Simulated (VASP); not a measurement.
# InAs (F-43m) in VASP: notebook

Aim: see how the results for InAs move with the level of theory and the settings. Levels: PBE, r2SCAN. Tasks: single point.

All numbers are computed with VASP 6.6.1; they aren't measurements. Logs are shortened: lines on timing, memory, paths and dates and some standing lists are left out, and cuts for length are marked.

## Step 1: The cell of the first run

It takes space group F-43m (No. 216, cubic). Conventional cell: a = 5.939 Å, b = 5.939 Å, c = 5.939 Å, α = 90.00°, β = 90.00°, γ = 90.00°. Within 3.4 Å of In (site symmetry -43m) lie 4 As at 2.57 Å. Within 3.4 Å of As (site symmetry -43m) lie 4 In at 2.57 Å.

## Step 2: Single point, PBE (strain -2.8%)

Input file INCAR:

```
ALGO = Normal
EDIFF = 1E-6
ENCUT = 520
GGA = PE
ISIF = 2
ISMEAR = -1
LASPH = True
LCHARG = False
LREAL = False
LWAVE = False
NBANDS = 16
NELM = 60
PREC = Accurate
SIGMA = 0.02
```

Input file KPOINTS:

```
k-points
0
Gamma
  8 8 8
```

Input file POSCAR:

```
InAs
1.0
    0.0000000000      2.9696739469      2.9696739469
    2.9696739469      0.0000000000      2.9696739469
    2.9696739469      2.9696739469      0.0000000000
In As
1 1
Direct
    0.0000000000      0.0000000000      0.0000000000
    0.2500000000      0.2500000000      0.2500000000
```

Potentials or basis: VASP PAW PBE potentials, release 64 (In_d, As).

Run with:

```console
cat potpaw_PBE.64/In_d/POTCAR potpaw_PBE.64/As/POTCAR > POTCAR
mpirun -np 1 vasp_std > vasp.out
```

OUTCAR:

```text
EDIFF = 1E-6
   ENCUT = 520
   GGA = PE
   ISIF = 2
   ISMEAR = -1
   LASPH = True
   LREAL = False
   NELM = 60
   PREC = Accurate

 ion  position               nearest neighbor table
   1  0.000  0.000  0.000-   2 2.57   2 2.57   2 2.57   2 2.57
   2  0.250  0.250  0.250-   1 2.57   1 2.57   1 2.57   1 2.57

  LATTYP: Found a face centered cubic cell.
 ALAT       =     5.9393478938

  Lattice vectors:

 A1 = (   0.0000000000,   2.9696739469,   2.9696739469)
 A2 = (   2.9696739469,   0.0000000000,   2.9696739469)
 A3 = (   2.9696739469,   2.9696739469,   0.0000000000)

Analysis of symmetry for initial positions (statically):
=====================================================================
 Subroutine PRICEL returns:
 Original cell was already a primitive cell.

 Routine SETGRP: Setting up the symmetry group for a
 face centered cubic supercell.

 Subroutine GETGRP returns: Found 24 space group operations
 (whereof 24 operations were pure point group operations)
 out of a pool of 48 trial point group operations.

The static configuration has the point symmetry T_d .

Analysis of symmetry for dynamics (positions and initial velocities):
=====================================================================
 Subroutine PRICEL returns:
 Original cell was already a primitive cell.

 Routine SETGRP: Setting up the symmetry group for a
 face centered cubic supercell.

 Subroutine GETGRP returns: Found 24 space group operations
 (whereof 24 operations were pure point group operations)
 out of a pool of 48 trial point group operations.

The dynamic configuration has the point symmetry T_d .

 Subroutine INISYM returns: Found 24 space group operations
 (whereof 24 operations are pure point group operations),
 and found     1 'primitive' translations

----------------------------------------------------------------------------------------

                                     Primitive cell

  volume of cell :      52.3789

  direct lattice vectors                    reciprocal lattice vectors
     0.000000000  2.969673947  2.969673947    -0.168368652  0.168368652  0.168368652
     2.969673947  0.000000000  2.969673947     0.168368652 -0.168368652  0.168368652
     2.969673947  2.969673947  0.000000000     0.168368652  0.168368652 -0.168368652

  length of vectors
     4.199753172  4.199753172  4.199753172     0.291623060  0.291623060  0.291623060

  position of ions in fractional coordinates (direct lattice)
     0.000000000  0.000000000  0.000000000
     0.250000000  0.250000000  0.250000000

  ion indices of the primitive-cell ions
   primitive index   ion index
                 1           1
                 2           2

----------------------------------------------------------------------------------------

 KPOINTS: k-points

Automatic generation of k-mesh.
 Grid dimensions read from file:
 generate k-points for:    8    8    8

 Generating k-lattice:

  Cartesian coordinates                     Fractional coordinates (reciprocal lattice)
    -0.021046082  0.021046082  0.021046082     0.125000000  0.000000000  0.000000000
     0.021046082 -0.021046082  0.021046082     0.000000000  0.125000000  0.000000000
     0.021046082  0.021046082 -0.021046082     0.000000000  0.000000000  0.125000000

  Length of vectors
     0.036452883  0.036452883  0.036452883

  Shift w.r.t. Gamma in fractional coordinates (k-lattice)
     0.000000000  0.000000000  0.000000000

 Subroutine IBZKPT returns following result:
 ===========================================

 Found     29 irreducible k-points:

 Following reciprocal coordinates:
            Coordinates               Weight
  0.000000  0.000000  0.000000      1.000000
  0.125000  0.000000  0.000000      8.000000
  0.250000  0.000000  0.000000      8.000000
  0.375000  0.000000  0.000000      8.000000
  0.500000  0.000000  0.000000      4.000000
  0.125000  0.125000  0.000000      6.000000
[... 16 lines left out ...]
  0.500000  0.250000  0.125000     48.000000
 -0.375000  0.250000  0.125000     24.000000
 [... further k-points ...]
   k-points           NKPTS =     29   k-points in BZ     NKDIM =     29   number of bands    NBANDS=     16
   number of dos      NEDOS =    301   number of ions     NIONS =      2
   total plane-waves  NPLWV =  32768
   dimension x,y,z NGX =    32 NGY =   32 NGZ =   32
   dimension x,y,z NGXF=    64 NGYF=   64 NGZF=   64
   ions per type =               1   1
   NGX,Y,Z   is equivalent  to a cutoff of  12.67, 12.67, 12.67 a.u.
   NGXF,Y,Z  is equivalent  to a cutoff of  25.33, 25.33, 25.33 a.u.
 SYSTEM =  unknown system
   PREC   = accura    normal or accurate (medium, high low for compatibility)
   ISTART =      0    job   : 0-new  1-cont  2-samecut
   ICHARG =      2    charge: 1-file 2-atom 10-const
   ISPIN  =      1    spin polarized calculation?
   LNONCOLLINEAR =      F non collinear calculations
   LSORBIT =      F    spin-orbit coupling
   LASPH  =      T    aspherical Exc in radial PAW
   ENCUT  =  520.0 eV  38.22 Ry    6.18 a.u.   7.81  7.81  7.81*2*pi/ulx,y,z
   NELM   =     60;   NELMIN=  2; NELMDL= -5     # of ELM steps
   EDIFF  = 0.1E-05   stopping-criterion for ELM
   LREAL  =      F    real-space projection
   EDIFFG = 0.1E-04   stopping-criterion for IOM
   NSW    =      0    number of steps for IOM
   IBRION =     -1    ionic relax: 0-MD 1-quasi-New 2-CG
   NFREE  =      0    steps in history (QN), initial steepest desc. (CG)
   ISIF   =      2    stress and relaxation
   ISYM   =      2    0-nonsym 1-usesym 2-fastsym
   POTIM  = 0.5000    time-step for ionic-motion
   TEBEG  =    0.0;   TEEND  =   0.0 temperature during run
   PSTRESS=    0.0 pullay stress
   NELECT =      18.0000    total number of electrons
   NUPDOWN=      -1.0000    fix difference up-down
   EMIN   =  10.00;   EMAX   =-10.00  energy-range for DOS
   EFERMI =   0.00;   METHOD = LEGACY
   ISMEAR =    -1;   SIGMA  =   0.02  broadening in eV -4-tet -1-fermi 0-gaus
   EFERMI_NEDOS =   21; number of points for ismear=-14 and -15
   IALGO  =     38    algorithm
   IMIX   =      4    mixing-type and parameters
     AMIX     =   0.40;   BMIX     =  1.00
     AMIX_MAG =   1.60;   BMIX_MAG =  1.00
  volume/ion in A,a.u.               =      26.19       176.74
  Fermi-wavevector in a.u.,A,eV,Ry     =   1.146692  2.166934 17.890345  1.314903
  Thomas-Fermi vector in A             =   2.283376
   LORBIT       =      0    0 simple, 1 ext, 2 COOP (PROOUT), +10 PAW based schemes
   GGA     = PE    functional components
   LHFCALC =     F    Hartree Fock is set to
   AEXX    =    0.0000 exact exchange contribution
   IVDW    =     0    specifies the selected vdW correction
   LEPSILON=     F    determine dielectric tensor
   LRPA    =     F    only Hartree local field effects (RPA)
 non-spin polarized calculation
  energy-cutoff  :      520.00
  volume of cell :       52.38
 maximum number of plane-waves:      1424
   NGX = 15   NGY = 15   NGZ = 15

 number of electron      18.0000007 magnetization

 Free energy of the ion-electron system (eV)
  ---------------------------------------------------
  ext. energy  EPLUGINS =         0.00000000
  ---------------------------------------------------
  free energy    TOTEN  =        -7.56164096 eV

  energy without entropy =       -7.56154594  energy(sigma->0) =       -7.56159345

 E-fermi :   5.1272     XC(G=0):  -9.3314

 val. band max:        5.0739446356   @ k =   0.0000   0.0000   0.0000
 cond. band min:       5.1555687479   @ k =   0.0000   0.0000   0.0000
 fundamental gap:      0.0816241123
 Fermi energy:         5.1272437227

 k-point     1 :       0.0000    0.0000    0.0000
  band No.  band energies     occupation
      1      -9.4434      2.00000
      2      -9.4434      2.00000
      3      -9.4434      2.00000
      4      -9.2934      2.00000
      5      -9.2934      2.00000
      6      -7.1519      2.00000
[... 8 lines left out ...]
     15      14.8935      0.00000
     16      14.8935      0.00000

 k-point     2 :       0.1250    0.0000    0.0000
  band No.  band energies     occupation
      1      -9.4691      2.00000
      2      -9.4364      2.00000
      3      -9.4364      2.00000
      4      -9.2936      2.00000
      5      -9.2936      2.00000
      6      -6.9734      2.00000
[... 8 lines left out ...]
     15      13.9510      0.00000
     16      13.9510      0.00000

 k-point     3 :       0.2500    0.0000    0.0000
  band No.  band energies     occupation
      1      -9.5257      2.00000
      2      -9.4212      2.00000
      3      -9.4212      2.00000
      4      -9.2921      2.00000
      5      -9.2921      2.00000
      6      -6.4844      2.00000
[... 8 lines left out ...]
     15      13.7086      0.00000
     16      13.7086      0.00000

 k-point     4 :       0.3750    0.0000    0.0000
  band No.  band energies     occupation
      1      -9.5765      2.00000
      2      -9.4093      2.00000
      3      -9.4093      2.00000
      4      -9.2870      2.00000
      5      -9.2870      2.00000
      6      -5.8513      2.00000
[... 8 lines left out ...]
     15      14.7170      0.00000
     16      14.7170      0.00000

 k-point     5 :       0.5000    0.0000    0.0000
  band No.  band energies     occupation
      1      -9.5962      2.00000
      2      -9.4055      2.00000
      3      -9.4055      2.00000
      4      -9.2836      2.00000
      5      -9.2836      2.00000
      6      -5.5054      2.00000
[... 8 lines left out ...]
     15      16.0223      0.00000
     16      16.0223      0.00000

 k-point     6 :       0.1250    0.1250    0.0000
  band No.  band energies     occupation
      1      -9.4844      2.00000
      2      -9.4295      2.00000
      3      -9.4295      2.00000
      4      -9.2991      2.00000
      5      -9.2894      2.00000
      6      -6.9148      2.00000
[... 8 lines left out ...]
     15      14.0463      0.00000
     16      15.0596      0.00000
[... 267 lines left out ...]
 k-point    21 :       0.5000    0.5000    0.0000
  band No.  band energies     occupation
      1      -9.6630      2.00000
      2      -9.3446      2.00000
      3      -9.3446      2.00000
      4      -9.3420      2.00000
      5      -9.2661      2.00000
      6      -4.9035      2.00000
[... 8 lines left out ...]
     15      16.6612      0.00000
     16      17.5139      0.00000

 k-point    22 :       0.3750    0.2500    0.1250
  band No.  band energies     occupation
      1      -9.5703      2.00000
      2      -9.4026      2.00000
      3      -9.3970      2.00000
      4      -9.3083      2.00000
      5      -9.2820      2.00000
      6      -6.0851      2.00000
[... 8 lines left out ...]
     15      15.4011      0.00000
     16      16.1529      0.00000

 k-point    23 :       0.5000    0.2500    0.1250
  band No.  band energies     occupation
      1      -9.6023      2.00000
      2      -9.3961      2.00000
      3      -9.3836      2.00000
      4      -9.3053      2.00000
      5      -9.2822      2.00000
      6      -5.5145      2.00000
[... 8 lines left out ...]
     15      15.6195      0.00000
     16      16.3933      0.00000

 k-point    24 :      -0.3750    0.2500    0.1250
  band No.  band energies     occupation
      1      -9.6142      2.00000
      2      -9.3950      2.00000
      3      -9.3788      2.00000
      4      -9.3001      2.00000
      5      -9.2847      2.00000
      6      -5.2098      2.00000
[... 8 lines left out ...]
     15      15.6259      0.00000
     16      16.4461      0.00000

 [... further k-points ...]
[... 5 lines left out ...]
  --------------------------------------------------------------------------------------
  -------------------------------------------------------------------------------------
  Total        2.6144030      2.6144030      2.6144030      0.0000000      0.0000000      0.0000000
  in kB       79.9699465     79.9699465     79.9699465      0.0000000      0.0000000      0.0000000
  external PRESSURE =      79.9699465 kB  Pullay stress =       0.0000000 kB

 VOLUME and BASIS-vectors are now :
 -----------------------------------------------------------------------------
  energy-cutoff  :      520.00
  volume of cell :       52.38
      direct lattice vectors                 reciprocal lattice vectors
     0.000000000  2.969673947  2.969673947    -0.168368652  0.168368652  0.168368652
     2.969673947  0.000000000  2.969673947     0.168368652 -0.168368652  0.168368652
     2.969673947  2.969673947  0.000000000     0.168368652  0.168368652 -0.168368652

 POSITION                                       TOTAL-FORCE (eV/Angst)
 -----------------------------------------------------------------------------------
      0.00000      0.00000      0.00000         0.000000      0.000000      0.000000
      1.48484      1.48484      1.48484        -0.000000     -0.000000     -0.000000
 -----------------------------------------------------------------------------------
    total drift:                               -0.000000     -0.000000     -0.000000

  FREE ENERGIE OF THE ION-ELECTRON SYSTEM (eV)
  ---------------------------------------------------
  free  energy   TOTEN  =        -7.5616409612 eV

  energy  without entropy=       -7.5615459375  energy(sigma->0) =       -7.56159345
```

Run time: 17 s. Hardware: 1 thread of Intel Xeon 6975P-C, shared host; peak memory 0.18 GiB.

Results:

| Item | Value |
| --- | --- |
| Free energy | -7.5616 eV |
| Pressure | 8.0 GPa |
| Band gap on the k mesh | 0.08 eV, direct |

Caveat: the cell differs from its parent crystal (strain -2.8%); spin-orbit coupling is left out, which moves the levels of the heavy elements.

(Continued in part 2 of 2.)
